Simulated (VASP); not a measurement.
# Ag (P6_3/mmc) in VASP: notebook

Ag is run at these levels: LDA; tasks: single point.

All numbers are computed with VASP 6.6.1; they aren't measurements. Logs are shortened: lines on timing, memory, paths and dates and some standing lists are left out, and cuts for length are marked.

## 1. The cell of the first run

Symmetry: P6_3/mmc, No. 194, hexagonal system. Conventional cell: a = 2.949 Å, b = 2.949 Å, c = 4.822 Å, α = 90.00°, β = 90.00°, γ = 120.00°. Ag (site symmetry -6m2) has 12 Ag at 2.95 Å within 3.9 Å.

This isn't the form of Ag at room conditions, which is fcc.

## 2. Single point, LDA (18.16 Å³/atom)

INCAR reads:

```
  PREC = Accurate
  ENCUT = 520
  EDIFF = 1E-7
  ISMEAR = -1
  SIGMA = 0.05
  LREAL = F
  LASPH = T
  NELM = 100
  ALGO = Normal
  ISIF = 2
  LWAVE = F
  LCHARG = F
  NBANDS = 18
```

KPOINTS reads:

```
Automatic mesh
0
Gamma
  14 14 8
```

POSCAR reads:

```
Ag
1.0
    2.9494026067      0.0000000000      0.0000000000
   -1.4747013034      2.5542575834      0.0000000000
    0.0000000000      0.0000000000      4.8217227788
Ag
2
Direct
    0.3333333333      0.6666666667      0.2500000000
    0.6666666667      0.3333333333      0.7500000000
```

Potentials or basis: VASP PAW LDA potentials, release 64 (Ag).

Launch:

```console
$ cat potpaw_LDA.64/Ag/POTCAR > POTCAR
$ mpirun -np 1 vasp_std > vasp.out
```

OUTCAR:

```text
PREC = Accurate
   ENCUT = 520
   EDIFF = 1E-7
   ISMEAR = -1
   LREAL = F
   LASPH = T
   NELM = 100
   ISIF = 2

 ion  position               nearest neighbor table
   1  0.333  0.667  0.250-   2 2.95   2 2.95   2 2.95   2 2.95   2 2.95   2 2.95
   2  0.667  0.333  0.750-   1 2.95   1 2.95   1 2.95   1 2.95   1 2.95   1 2.95

  LATTYP: Found a hexagonal cell.
 ALAT       =     2.9494026067
 C/A-ratio  =     1.6348133577

  Lattice vectors:

 A1 = (   2.9494026067,   0.0000000000,   0.0000000000)
 A2 = (  -1.4747013034,   2.5542575834,   0.0000000000)
 A3 = (   0.0000000000,   0.0000000000,   4.8217227788)

Analysis of symmetry for initial positions (statically):
=====================================================================
 Subroutine PRICEL returns:
 Original cell was already a primitive cell.

 Routine SETGRP: Setting up the symmetry group for a
 hexagonal supercell.

 Subroutine GETGRP returns: Found 24 space group operations
 (whereof 12 operations were pure point group operations)
 out of a pool of 24 trial point group operations.

The static configuration has the point symmetry D_3d.
 The point group associated with its full space group is D_6h.

Analysis of symmetry for dynamics (positions and initial velocities):
=====================================================================
 Subroutine PRICEL returns:
 Original cell was already a primitive cell.

 Routine SETGRP: Setting up the symmetry group for a
 hexagonal supercell.

 Subroutine GETGRP returns: Found 24 space group operations
 (whereof 12 operations were pure point group operations)
 out of a pool of 24 trial point group operations.

The dynamic configuration has the point symmetry D_3d.
 The point group associated with its full space group is D_6h.

 Subroutine INISYM returns: Found 24 space group operations
 (whereof 12 operations are pure point group operations),
 and found     1 'primitive' translations

----------------------------------------------------------------------------------------

                                     Primitive cell

  volume of cell :      36.3246

  direct lattice vectors                    reciprocal lattice vectors
     2.949402607  0.000000000  0.000000000     0.339051711  0.195751597  0.000000000
    -1.474701303  2.554257583  0.000000000     0.000000000  0.391503193  0.000000000
     0.000000000  0.000000000  4.821722779     0.000000000  0.000000000  0.207394752

  length of vectors
     2.949402607  2.949402607  4.821722779     0.391503193  0.391503193  0.207394752

  position of ions in fractional coordinates (direct lattice)
     0.333333333  0.666666667  0.250000000
     0.666666667  0.333333333  0.750000000

  ion indices of the primitive-cell ions
   primitive index   ion index
                 1           1
                 2           2

----------------------------------------------------------------------------------------

 KPOINTS: Automatic mesh

Automatic generation of k-mesh.
 Grid dimensions read from file:
 generate k-points for:   14   14    8

 Generating k-lattice:

  Cartesian coordinates                     Fractional coordinates (reciprocal lattice)
     0.024217979  0.013982257  0.000000000     0.071428571  0.000000000  0.000000000
     0.000000000  0.027964514  0.000000000     0.000000000  0.071428571  0.000000000
     0.000000000  0.000000000  0.025924344     0.000000000  0.000000000  0.125000000

  Length of vectors
     0.027964514  0.027964514  0.025924344

  Shift w.r.t. Gamma in fractional coordinates (k-lattice)
     0.000000000  0.000000000  0.000000000

 Subroutine IBZKPT returns following result:
 ===========================================

 Found    120 irreducible k-points:

 Following reciprocal coordinates:
            Coordinates               Weight
  0.000000  0.000000  0.000000      1.000000
  0.071429 -0.000000  0.000000      6.000000
  0.142857 -0.000000  0.000000      6.000000
  0.214286 -0.000000  0.000000      6.000000
  0.285714  0.000000  0.000000      6.000000
  0.357143 -0.000000  0.000000      6.000000
[... 16 lines left out ...]
  0.285714  0.285714  0.000000      6.000000
  0.357143  0.285714  0.000000      6.000000
 [... further k-points ...]
   k-points           NKPTS =    120   k-points in BZ     NKDIM =    120   number of bands    NBANDS=     18
   number of dos      NEDOS =    301   number of ions     NIONS =      2
   total plane-waves  NPLWV =  20736
   dimension x,y,z NGX =    24 NGY =   24 NGZ =   36
   dimension x,y,z NGXF=    48 NGYF=   48 NGZF=   72
   ions per type =               2
   NGX,Y,Z   is equivalent  to a cutoff of  13.53, 13.53, 12.41 a.u.
   NGXF,Y,Z  is equivalent  to a cutoff of  27.06, 27.06, 24.82 a.u.
 SYSTEM =  unknown system
   PREC   = accura    normal or accurate (medium, high low for compatibility)
   ISTART =      0    job   : 0-new  1-cont  2-samecut
   ICHARG =      2    charge: 1-file 2-atom 10-const
   ISPIN  =      1    spin polarized calculation?
   LNONCOLLINEAR =      F non collinear calculations
   LSORBIT =      F    spin-orbit coupling
   LASPH  =      T    aspherical Exc in radial PAW
   ENCUT  =  520.0 eV  38.22 Ry    6.18 a.u.   5.48  5.48  8.97*2*pi/ulx,y,z
   NELM   =    100;   NELMIN=  2; NELMDL= -5     # of ELM steps
   EDIFF  = 0.1E-06   stopping-criterion for ELM
   LREAL  =      F    real-space projection
   EDIFFG = 0.1E-05   stopping-criterion for IOM
   NSW    =      0    number of steps for IOM
   IBRION =     -1    ionic relax: 0-MD 1-quasi-New 2-CG
   NFREE  =      0    steps in history (QN), initial steepest desc. (CG)
   ISIF   =      2    stress and relaxation
   ISYM   =      2    0-nonsym 1-usesym 2-fastsym
   POTIM  = 0.5000    time-step for ionic-motion
   TEBEG  =    0.0;   TEEND  =   0.0 temperature during run
   PSTRESS=    0.0 pullay stress
   NELECT =      22.0000    total number of electrons
   NUPDOWN=      -1.0000    fix difference up-down
   EMIN   =  10.00;   EMAX   =-10.00  energy-range for DOS
   EFERMI =   0.00;   METHOD = LEGACY
   ISMEAR =    -1;   SIGMA  =   0.05  broadening in eV -4-tet -1-fermi 0-gaus
   EFERMI_NEDOS =   21; number of points for ismear=-14 and -15
   IALGO  =     38    algorithm
   IMIX   =      4    mixing-type and parameters
     AMIX     =   0.40;   BMIX     =  1.00
     AMIX_MAG =   1.60;   BMIX_MAG =  1.00
  volume/ion in A,a.u.               =      18.16       122.57
  Fermi-wavevector in a.u.,A,eV,Ry     =   1.385103  2.617465 26.102917  1.918510
  Thomas-Fermi vector in A             =   2.509545
   LORBIT       =      0    0 simple, 1 ext, 2 COOP (PROOUT), +10 PAW based schemes
   GGA     = CA    functional components
   LHFCALC =     F    Hartree Fock is set to
   AEXX    =    0.0000 exact exchange contribution
   IVDW    =     0    specifies the selected vdW correction
   LEPSILON=     F    determine dielectric tensor
   LRPA    =     F    only Hartree local field effects (RPA)
 non-spin polarized calculation
  energy-cutoff  :      520.00
  volume of cell :       36.32
 maximum number of plane-waves:      1008
 NGX is ok and might be reduce to    24
   NGX = 11   NGY = 11   NGZ = 17

 number of electron      21.9999999 magnetization

 Free energy of the ion-electron system (eV)
  ---------------------------------------------------
  ext. energy  EPLUGINS =         0.00000000
  ---------------------------------------------------
  free energy    TOTEN  =        -7.37466540 eV

  energy without entropy =       -7.37073333  energy(sigma->0) =       -7.37269936

 E-fermi :   7.2534     XC(G=0): -12.2144

 val. band max:        7.1796212778   @ k =   0.0714   0.0714   0.1250
 cond. band min:       7.2686716593   @ k =   0.4286   0.0714   0.2500
 fundamental gap:      0.0890503815
 Fermi energy:         7.2533583386

 k-point     1 :       0.0000    0.0000    0.0000
  band No.  band energies     occupation
      1      -0.0860      2.00000
      2       1.2753      2.00000
      3       2.7292      2.00000
      4       2.8256      2.00000
      5       2.8256      2.00000
      6       3.0391      2.00000
[... 10 lines left out ...]
     17      24.6994      0.00000
     18      24.8641      0.00000

 k-point     2 :       0.0714   -0.0000    0.0000
  band No.  band energies     occupation
      1       0.0487      2.00000
      2       1.3525      2.00000
      3       2.6522      2.00000
      4       2.8944      2.00000
      5       2.8981      2.00000
      6       3.0143      2.00000
[... 10 lines left out ...]
     17      24.7080      0.00000
     18      25.4576      0.00000

 k-point     3 :       0.1429   -0.0000    0.0000
  band No.  band energies     occupation
      1       0.4331      2.00000
      2       1.5465      2.00000
      3       2.5295      2.00000
      4       2.9162      2.00000
      5       3.0692      2.00000
      6       3.0920      2.00000
[... 10 lines left out ...]
     17      24.9558      0.00000
     18      25.2624      0.00000

 k-point     4 :       0.2143   -0.0000    0.0000
  band No.  band energies     occupation
      1       0.9817      2.00000
      2       1.7119      2.00000
      3       2.4994      2.00000
      4       2.6744      2.00000
      5       2.8649      2.00000
      6       3.0843      2.00000
[... 375 lines left out ...]
      4       2.6797      2.00000
      5       2.8971      2.00000
      6       2.9414      2.00000
[... 10 lines left out ...]
     17      17.8788      0.00000
     18      20.1198      0.00000

 k-point    23 :       0.2857    0.2857    0.0000
  band No.  band energies     occupation
      1       1.7547      2.00000
      2       2.0858      2.00000
      3       2.1668      2.00000
      4       2.6707      2.00000
      5       2.6713      2.00000
      6       2.9206      2.00000
[... 10 lines left out ...]
     17      18.3800      0.00000
     18      18.4609      0.00000

 k-point    24 :       0.3571    0.2857    0.0000
  band No.  band energies     occupation
      1       1.7309      2.00000
      2       2.1382      2.00000
      3       2.2005      2.00000
      4       2.6461      2.00000
      5       2.7181      2.00000
      6       2.8310      2.00000
[... 10 lines left out ...]
     17      17.4156      0.00000
     18      18.2601      0.00000

 [... further k-points ...]
[... 5 lines left out ...]
  --------------------------------------------------------------------------------------
  -------------------------------------------------------------------------------------
  Total       -2.6474425     -2.6474425     -2.7279131      0.0000000      0.0000000      0.0000000
  in kB     -116.7713053   -116.7713053   -120.3206366      0.0000000      0.0000000      0.0000000
  external PRESSURE =    -117.9544158 kB  Pullay stress =       0.0000000 kB

 VOLUME and BASIS-vectors are now :
 -----------------------------------------------------------------------------
  energy-cutoff  :      520.00
  volume of cell :       36.32
      direct lattice vectors                 reciprocal lattice vectors
     2.949402607  0.000000000  0.000000000     0.339051711  0.195751597  0.000000000
    -1.474701303  2.554257583  0.000000000     0.000000000  0.391503193  0.000000000
     0.000000000  0.000000000  4.821722779     0.000000000  0.000000000  0.207394752

 POSITION                                       TOTAL-FORCE (eV/Angst)
 -----------------------------------------------------------------------------------
     -0.00000      1.70284      1.20543        -0.000000      0.000000      0.000000
      1.47470      0.85142      3.61629         0.000000     -0.000000      0.000000
 -----------------------------------------------------------------------------------
    total drift:                               -0.000000      0.000000     -0.000000

  FREE ENERGIE OF THE ION-ELECTRON SYSTEM (eV)
  ---------------------------------------------------
  free  energy   TOTEN  =        -7.3746653953 eV

  energy  without entropy=       -7.3707333327  energy(sigma->0) =       -7.37269936
```

Run time: 60 s. Hardware: 1 thread of Intel Xeon 8259CL, shared host; peak memory 0.19 GiB.

What came out:

* Free energy: -7.3747 eV
* Pressure: -11.8 GPa
* Band gap on the k mesh: zero (bands 11 and 12 overlap by 6.81 eV)

Stress tensor (GPa, compression positive):
```
-11.68   0.00   0.00
  0.00 -11.68   0.00
  0.00   0.00 -12.03
```

Levels at points of the mesh, in eV from the Fermi level:
```
           k point  band 7  band 8  band 9  band 10  band 11  band 12  band 13  band 14  band 15  band 16
(0.00, 0.00, 0.00)   -4.21   -3.89   -3.89    -2.97    -2.97    -0.24     3.24    15.54    17.32    17.45
(0.50, 0.00, 0.00)   -3.59   -2.85   -2.80    -2.73     0.15     1.42     6.55     6.87     8.77    10.08
(0.00, 0.00, 0.50)   -4.27   -4.27   -3.26    -3.26    -3.26    -3.26    10.66    10.66    15.85    15.85
(0.50, 0.00, 0.50)   -3.01   -3.01   -2.77    -2.77     0.83     0.83     4.23     4.23    13.06    13.06
```

Caveat: the cell stands under tension.

## 3. Single point, LDA (18.52 Å³/atom)

This run uses another cell than the first one, of 18.52 Å³/atom.

INCAR reads:

```
PREC     = Accurate       # precision mode
ENCUT    = 520            # plane-wave cutoff, eV
EDIFF    = 1E-6           # SCF threshold, eV
ISMEAR   = -1             # smearing method
SIGMA    = 0.05           # smearing width, eV
LREAL    = F              # projectors in reciprocal space
LASPH    = T              # aspherical terms in the spheres
NELM     = 80             # most SCF steps
ALGO     = Normal         # electronic algorithm
ISIF     = 2              # what is computed and relaxed
LWAVE    = F              # write WAVECAR
LCHARG   = T              # write CHGCAR
LELF     = T              # ELF
LVHAR    = T            
NBANDS   = 18             # bands
```

KPOINTS is that of step 2.

POSCAR reads:

```
Ag
1.0
    2.9685551083      0.0000000000      0.0000000000
   -1.4842775542      2.5708441364      0.0000000000
    0.0000000000      0.0000000000      4.8530335443
Ag
2
Direct
    0.3333333333      0.6666666667      0.2500000000
    0.6666666667      0.3333333333      0.7500000000
```

Potentials or basis: VASP PAW LDA potentials, release 64 (Ag).

Launch:

```console
$ cat potpaw_LDA.64/Ag/POTCAR > POTCAR
$ mpirun -np 1 vasp_std > vasp.out
```

It took 58 s on 1 thread of Intel Xeon 8259CL, shared host; peak memory 0.19 GiB.

The run converged. Its results:

```yaml
Free_energy: -7.3200 eV
Pressure: -12.9 GPa
Band_gap_on_the_k_mesh: zero (bands 11 and 12 overlap by 6.75 eV)
```

Stress tensor (GPa, compression positive):
```
-12.82   0.00   0.00
  0.00 -12.82   0.00
  0.00   0.00 -13.15
```

Levels at points of the mesh, in eV from the Fermi level:
| k point | band 8 | band 9 | band 10 | band 11 | band 12 | band 13 | band 14 | band 15 |
| --- | --- | --- | --- | --- | --- | --- | --- | --- |
| (0.00, 0.00, 0.00) | -3.86 | -3.86 | -2.97 | -2.97 | -0.19 | 3.14 | 15.48 | 17.22 |
| (0.50, 0.00, 0.00) | -2.85 | -2.81 | -2.73 | 0.16 | 1.37 | 6.46 | 6.78 | 8.60 |
| (0.00, 0.00, 0.50) | -4.21 | -3.25 | -3.25 | -3.25 | -3.25 | 10.51 | 10.51 | 15.78 |
| (0.50, 0.00, 0.50) | -3.00 | -2.78 | -2.78 | 0.85 | 0.85 | 4.12 | 4.12 | 12.90 |

Caveat: the cell stands under tension.
